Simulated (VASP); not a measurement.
# Te (P6/mmm) in VASP: further runs

The runs below take Te through single point, relaxation of shape and atoms at fixed volume, with PBE.

Everything below comes from runs of VASP 6.6.1. Logs are shortened: lines on timing, memory, paths and dates and some standing lists are left out, and cuts for length are marked.

**1. The cell of the first run**

Symmetry: P6/mmm, No. 191, hexagonal system. The conventional cell has a = 3.388 Å, b = 3.388 Å, c = 3.131 Å, α = 90.00°, β = 90.00°, γ = 120.00°. Te (site symmetry 6/mmm) has 8 Te at 3.13 to 3.39 Å within 4.1 Å.

This isn't the form of Te at room conditions, which is trigonal, of chains.

**2. Single point, PBE**

Input file INCAR:

```
SYSTEM = Te
ALGO = Normal
EDIFF = 1E-6
ENCUT = 520
GGA = PE
ISIF = 2
ISMEAR = -1
LASPH = .TRUE.
LCHARG = .FALSE.
LREAL = .FALSE.
LWAVE = .FALSE.
NBANDS = 9
NELM = 100
PREC = Accurate
SIGMA = 0.1
```

Input file KPOINTS:

```
k-points
0
G
  15 15 13
  0 0 0
```

Input file POSCAR:

```
Te
1.0
    3.3878546858      0.0000000000      0.0000000000
   -1.6939273429      2.9339682222      0.0000000000
    0.0000000000      0.0000000000      3.1309716121
Te
1
Direct
    0.0000000000      0.0000000000      0.0000000000
```

Potentials or basis: VASP PAW PBE potentials, release 64 (Te).

Started as:

```sh
cat potpaw_PBE.64/Te/POTCAR > POTCAR
mpirun -np 1 vasp_std > vasp.out
```

OUTCAR:

```text
SYSTEM = Te
   EDIFF = 1E-6
   ENCUT = 520
   GGA = PE
   ISIF = 2
   ISMEAR = -1
   LASPH = .TRUE.
   LREAL = .FALSE.
   NELM = 100
   PREC = Accurate

 ion  position               nearest neighbor table
   1  0.000  0.000  0.000-

  LATTYP: Found a hexagonal cell.
 ALAT       =     3.3878546858
 C/A-ratio  =     0.9241752975

  Lattice vectors:

 A1 = (   3.3878546858,   0.0000000000,   0.0000000000)
 A2 = (  -1.6939273429,   2.9339682222,   0.0000000000)
 A3 = (   0.0000000000,   0.0000000000,   3.1309716121)

Analysis of symmetry for initial positions (statically):
=====================================================================
 Subroutine PRICEL returns:
 Original cell was already a primitive cell.

 Routine SETGRP: Setting up the symmetry group for a
 hexagonal supercell.

 Subroutine GETGRP returns: Found 24 space group operations
 (whereof 24 operations were pure point group operations)
 out of a pool of 24 trial point group operations.

The static configuration has the point symmetry D_6h.

Analysis of symmetry for dynamics (positions and initial velocities):
=====================================================================
 Subroutine PRICEL returns:
 Original cell was already a primitive cell.

 Routine SETGRP: Setting up the symmetry group for a
 hexagonal supercell.

 Subroutine GETGRP returns: Found 24 space group operations
 (whereof 24 operations were pure point group operations)
 out of a pool of 24 trial point group operations.

The dynamic configuration has the point symmetry D_6h.

 Subroutine INISYM returns: Found 24 space group operations
 (whereof 24 operations are pure point group operations),
 and found     1 'primitive' translations

----------------------------------------------------------------------------------------

                                     Primitive cell

  volume of cell :      31.1214

  direct lattice vectors                    reciprocal lattice vectors
     3.387854686  0.000000000  0.000000000     0.295172046  0.170417660  0.000000000
    -1.693927343  2.933968222  0.000000000     0.000000000  0.340835321  0.000000000
     0.000000000  0.000000000  3.130971612     0.000000000  0.000000000  0.319389673

  length of vectors
     3.387854686  3.387854686  3.130971612     0.340835321  0.340835321  0.319389673

  position of ions in fractional coordinates (direct lattice)
     0.000000000  0.000000000  0.000000000

  ion indices of the primitive-cell ions
   primitive index   ion index
                 1           1

----------------------------------------------------------------------------------------

 KPOINTS: k-points

Automatic generation of k-mesh.
 Grid dimensions read from file:
 generate k-points for:   15   15   13

 Generating k-lattice:

  Cartesian coordinates                     Fractional coordinates (reciprocal lattice)
     0.019678136  0.011361177  0.000000000     0.066666667  0.000000000  0.000000000
     0.000000000  0.022722355  0.000000000     0.000000000  0.066666667  0.000000000
     0.000000000  0.000000000  0.024568436     0.000000000  0.000000000  0.076923077

  Length of vectors
     0.022722355  0.022722355  0.024568436

  Shift w.r.t. Gamma in fractional coordinates (k-lattice)
     0.000000000  0.000000000  0.000000000

 Subroutine IBZKPT returns following result:
 ===========================================

 Found    189 irreducible k-points:

 Following reciprocal coordinates:
            Coordinates               Weight
  0.000000  0.000000  0.000000      1.000000
  0.066667  0.000000  0.000000      6.000000
  0.133333 -0.000000  0.000000      6.000000
  0.200000  0.000000  0.000000      6.000000
  0.266667 -0.000000  0.000000      6.000000
  0.333333 -0.000000  0.000000      6.000000
[... 16 lines left out ...]
  0.333333  0.200000  0.000000     12.000000
  0.400000  0.200000  0.000000      6.000000
 [... further k-points ...]
   k-points           NKPTS =    189   k-points in BZ     NKDIM =    189   number of bands    NBANDS=      9
   number of dos      NEDOS =    301   number of ions     NIONS =      1
   total plane-waves  NPLWV =  18816
   dimension x,y,z NGX =    28 NGY =   28 NGZ =   24
   dimension x,y,z NGXF=    56 NGYF=   56 NGZF=   48
   ions per type =               1
   NGX,Y,Z   is equivalent  to a cutoff of  13.74, 13.74, 12.74 a.u.
   NGXF,Y,Z  is equivalent  to a cutoff of  27.48, 27.48, 25.49 a.u.
 SYSTEM =  Te
   PREC   = accura    normal or accurate (medium, high low for compatibility)
   ISTART =      0    job   : 0-new  1-cont  2-samecut
   ICHARG =      2    charge: 1-file 2-atom 10-const
   ISPIN  =      1    spin polarized calculation?
   LNONCOLLINEAR =      F non collinear calculations
   LSORBIT =      F    spin-orbit coupling
   LASPH  =      T    aspherical Exc in radial PAW
   ENCUT  =  520.0 eV  38.22 Ry    6.18 a.u.   6.30  6.30  5.82*2*pi/ulx,y,z
   NELM   =    100;   NELMIN=  2; NELMDL= -5     # of ELM steps
   EDIFF  = 0.1E-05   stopping-criterion for ELM
   LREAL  =      F    real-space projection
   EDIFFG = 0.1E-04   stopping-criterion for IOM
   NSW    =      0    number of steps for IOM
   IBRION =     -1    ionic relax: 0-MD 1-quasi-New 2-CG
   NFREE  =      0    steps in history (QN), initial steepest desc. (CG)
   ISIF   =      2    stress and relaxation
   ISYM   =      2    0-nonsym 1-usesym 2-fastsym
   POTIM  = 0.5000    time-step for ionic-motion
   TEBEG  =    0.0;   TEEND  =   0.0 temperature during run
   PSTRESS=    0.0 pullay stress
   NELECT =       6.0000    total number of electrons
   NUPDOWN=      -1.0000    fix difference up-down
   EMIN   =  10.00;   EMAX   =-10.00  energy-range for DOS
   EFERMI =   0.00;   METHOD = LEGACY
   ISMEAR =    -1;   SIGMA  =   0.10  broadening in eV -4-tet -1-fermi 0-gaus
   EFERMI_NEDOS =   21; number of points for ismear=-14 and -15
   IALGO  =     38    algorithm
   IMIX   =      4    mixing-type and parameters
     AMIX     =   0.40;   BMIX     =  1.00
     AMIX_MAG =   1.60;   BMIX_MAG =  1.00
  volume/ion in A,a.u.               =      31.12       210.02
  Fermi-wavevector in a.u.,A,eV,Ry     =   0.945741  1.787191 12.169401  0.894426
  Thomas-Fermi vector in A             =   2.073672
   LORBIT       =      0    0 simple, 1 ext, 2 COOP (PROOUT), +10 PAW based schemes
   GGA     = PE    functional components
   LHFCALC =     F    Hartree Fock is set to
   AEXX    =    0.0000 exact exchange contribution
   IVDW    =     0    specifies the selected vdW correction
   LEPSILON=     F    determine dielectric tensor
   LRPA    =     F    only Hartree local field effects (RPA)
 non-spin polarized calculation
  energy-cutoff  :      520.00
  volume of cell :       31.12
 maximum number of plane-waves:       857
 NGX is ok and might be reduce to    28
   NGX = 13   NGY = 13   NGZ = 11

 number of electron       6.0000000 magnetization

 Free energy of the ion-electron system (eV)
  ---------------------------------------------------
  ext. energy  EPLUGINS =         0.00000000
  ---------------------------------------------------
  free energy    TOTEN  =        -2.93910816 eV

  energy without entropy =       -2.91337917  energy(sigma->0) =       -2.92624366

 E-fermi :   6.8398     XC(G=0):  -9.5863

 val. band max:        6.8299270361   @ k =   0.4000   0.0667   0.2308
 cond. band min:       6.8422903995   @ k =   0.4000  -0.0000   0.0769
 fundamental gap:      0.0123633634
 Fermi energy:         6.8397510446

 k-point     1 :       0.0000    0.0000    0.0000
  band No.  band energies     occupation
      1      -6.7434      2.00000
      2       8.5708      0.00000
      3       8.7591      0.00000
      4       8.7591      0.00000
      5      13.2237      0.00000
      6      14.4101      0.00000
      7      16.0014      0.00000
      8      16.0014      0.00000
      9      17.4278      0.00000

 k-point     2 :       0.0667    0.0000    0.0000
  band No.  band energies     occupation
      1      -6.6789      2.00000
      2       8.1834      0.00000
      3       8.6233      0.00000
      4       8.6290      0.00000
      5      13.3756      0.00000
      6      14.7222      0.00000
      7      15.4159      0.00000
      8      16.2653      0.00000
      9      18.4565      0.00000

 k-point     3 :       0.1333   -0.0000    0.0000
  band No.  band energies     occupation
      1      -6.4881      2.00000
      2       6.9109      0.65872
      3       8.2755      0.00000
      4       8.7993      0.00000
      5      13.5839      0.00000
      6      14.1848      0.00000
      7      16.2284      0.00000
      8      16.9965      0.00000
      9      20.2303      0.00000

 k-point     4 :       0.2000    0.0000    0.0000
  band No.  band energies     occupation
      1      -6.1796      2.00000
      2       5.4499      2.00000
      3       7.8345      0.00010
      4       9.0681      0.00000
      5      13.2092      0.00000
      6      14.1039      0.00000
      7      17.6832      0.00000
      8      18.0742      0.00000
      9      21.7066      0.00000

 k-point     5 :       0.2667   -0.0000    0.0000
  band No.  band energies     occupation
      1      -5.7726      2.00000
      2       4.0226      2.00000
      3       7.3995      0.00739
      4       9.4091      0.00000
      5      12.5937      0.00000
      6      14.5293      0.00000
      7      19.1170      0.00000
      8      19.3948      0.00000
      9      20.4959      0.00000

 k-point     6 :       0.3333   -0.0000    0.0000
  band No.  band energies     occupation
      1      -5.3054      2.00000
      2       2.7496      2.00000
      3       7.0337      0.25149
      4       9.7776      0.00000
      5      12.1211      0.00000
      6      15.0898      0.00000
      7      19.4544      0.00000
      8      19.6624      0.00000
      9      20.8886      0.00000
[... 169 lines left out ...]
 k-point    21 :       0.2000    0.2000    0.0000
  band No.  band energies     occupation
      1      -5.1976      2.00000
      2       3.1178      2.00000
      3       5.3780      2.00000
      4       9.8675      0.00000
      5      15.1158      0.00000
      6      15.1674      0.00000
      7      16.9222      0.00000
      8      19.7534      0.00000
      9      20.9053      0.00000

 k-point    22 :       0.2667    0.2000    0.0000
  band No.  band energies     occupation
      1      -4.7750      2.00000
      2       2.3855      2.00000
      3       4.6772      2.00000
      4      10.1796      0.00000
      5      15.2784      0.00000
      6      15.8116      0.00000
      7      17.8867      0.00000
      8      19.1763      0.00000
      9      20.2521      0.00000

 k-point    23 :       0.3333    0.2000    0.0000
  band No.  band energies     occupation
      1      -4.4333      2.00000
      2       1.8220      2.00000
      3       4.2706      2.00000
      4      10.4141      0.00000
      5      15.2078      0.00000
      6      16.4394      0.00000
      7      18.6457      0.00000
      8      18.7534      0.00000
      9      20.2143      0.00000

 k-point    24 :       0.4000    0.2000    0.0000
  band No.  band energies     occupation
      1      -4.2973      2.00000
      2       1.6045      2.00000
      3       4.1395      2.00000
      4      10.5024      0.00000
      5      15.1685      0.00000
      6      16.7911      0.00000
      7      18.4564      0.00000
      8      18.5961      0.00000
      9      20.7182      0.00000

 [... further k-points ...]

------------------------ aborting loop because EDIFF is reached ----------------------------------------

  FORCE on cell =-STRESS in cart. coord.  units (eV):
  Direction    XX          YY          ZZ          XY          YZ          ZX
  --------------------------------------------------------------------------------------
  -------------------------------------------------------------------------------------
  Total       -0.0089720     -0.0089720     -0.0189687      0.0000000      0.0000000      0.0000000
  in kB       -0.4618899     -0.4618899     -0.9765388      0.0000000      0.0000000      0.0000000
  external PRESSURE =      -0.6334395 kB  Pullay stress =       0.0000000 kB

 VOLUME and BASIS-vectors are now :
 -----------------------------------------------------------------------------
  energy-cutoff  :      520.00
  volume of cell :       31.12
      direct lattice vectors                 reciprocal lattice vectors
     3.387854686  0.000000000  0.000000000     0.295172046  0.170417660  0.000000000
    -1.693927343  2.933968222  0.000000000     0.000000000  0.340835321  0.000000000
     0.000000000  0.000000000  3.130971612     0.000000000  0.000000000  0.319389673

 POSITION                                       TOTAL-FORCE (eV/Angst)
 -----------------------------------------------------------------------------------
      0.00000      0.00000      0.00000        -0.000000      0.000000      0.000000
 -----------------------------------------------------------------------------------
    total drift:                                0.000000      0.000000      0.000000

  FREE ENERGIE OF THE ION-ELECTRON SYSTEM (eV)
  ---------------------------------------------------
  free  energy   TOTEN  =        -2.9391081600 eV

  energy  without entropy=       -2.9133791684  energy(sigma->0) =       -2.92624366
```

Run time: 23 s. Hardware: 1 thread of Intel Xeon Platinum 8488C (Sapphire Rapids), shared host; peak memory 0.18 GiB.

What came out:

```
Free energy            : -2.9391 eV
Pressure               : -0.1 GPa
Band gap on the k mesh : zero (bands 3 and 4 overlap by 6.25 eV)
```

Levels at points of the mesh, in eV from the Fermi level:
| k point | band 1 | band 2 | band 3 | band 4 | band 5 | band 6 | band 7 | band 8 |
| --- | --- | --- | --- | --- | --- | --- | --- | --- |
| (0.00, 0.00, 0.00) | -13.58 | 1.73 | 1.92 | 1.92 | 6.38 | 7.57 | 9.16 | 9.16 |

Caveat: spin-orbit coupling is left out, which moves the levels of the heavy elements.

**3. Relaxation of shape and atoms at fixed volume, PBE**

This run uses another cell than the first one, of 12.45 Å³/atom.

Input file INCAR:

```
ALGO = Normal
EDIFF = 1E-7
EDIFFG = -0.005
ENCUT = 600
GGA = PE
IBRION = 2
ISIF = 4
ISMEAR = -1
LASPH = T
LCHARG = F
LREAL = F
LWAVE = F
NELM = 60
NSW = 50
PREC = Accurate
SIGMA = 0.1
```

Input file KPOINTS:

```
k-points
0
Gamma
  15 15 13
```

Input file POSCAR:

```
Te
1.0
    2.4961926750      0.0000000000      0.0000000000
   -1.2480963375      2.1617662693      0.0000000000
    0.0000000000      0.0000000000      2.3069196081
Te
1
Direct
    0.0000000000      0.0000000000      0.0000000000
```

Potentials or basis: VASP PAW PBE potentials, release 64 (Te).

Started as:

```sh
cat potpaw_PBE.64/Te/POTCAR > POTCAR
mpirun -np 1 vasp_std > vasp.out
```

Wall time 49 s (1 thread of Intel Xeon Platinum 8488C (Sapphire Rapids), shared host); peak memory 0.13 GiB.

The run converged. Its results:

```yaml
Free_energy: 6.2018 eV
Energy_gained_by_relaxing: 9.3 meV/atom
Ionic_steps: 14
Pressure_after_relaxing: 361.0 GPa
Band_gap_on_the_k_mesh: zero (bands 3 and 4 overlap by 14.81 eV)
```

The path:
```tsv
step	energy change (eV)	largest force (eV/Å)	pressure (GPa)	volume (Å³)
1	0.0000	0.0000	360.81	12.45
2	0.3197	0.0000	370.97	12.45
3	-0.0092	0.0000	361.06	12.45
4	-0.0093	0.0000	361.01	12.45
5	-0.0093	0.0000	361.00	12.45
6	-0.0093	0.0000	361.00	12.45
7	-0.0093	0.0000	361.01	12.45
8	-0.0093	0.0000	361.00	12.45
9	-0.0093	0.0000	361.00	12.45
10	-0.0093	0.0000	361.00	12.45
11	-0.0093	0.0000	361.01	12.45
12	-0.0093	0.0000	361.01	12.45
13	-0.0093	0.0000	361.01	12.45
14	-0.0093	0.0000	361.01	12.45
```

Final structure:
```
Te
1.0
     2.48484    0.00000    0.00000
    -1.24242    2.15194    0.00000
     0.00000    0.00000    2.32804
Te
1
Direct
  0.00000 0.00000 0.00000
```

Levels at points of the mesh, in eV from the Fermi level:
| k point | band 1 | band 2 | band 3 | band 4 | band 5 | band 6 | band 7 |
| --- | --- | --- | --- | --- | --- | --- | --- |
| (0.00, 0.00, 0.00) | -24.96 | 2.80 | 6.84 | 6.84 | 7.03 | 7.11 | 11.15 |

Caveat: spin-orbit coupling is left out, which moves the levels of the heavy elements.

(Continued in part 2 of 2.)
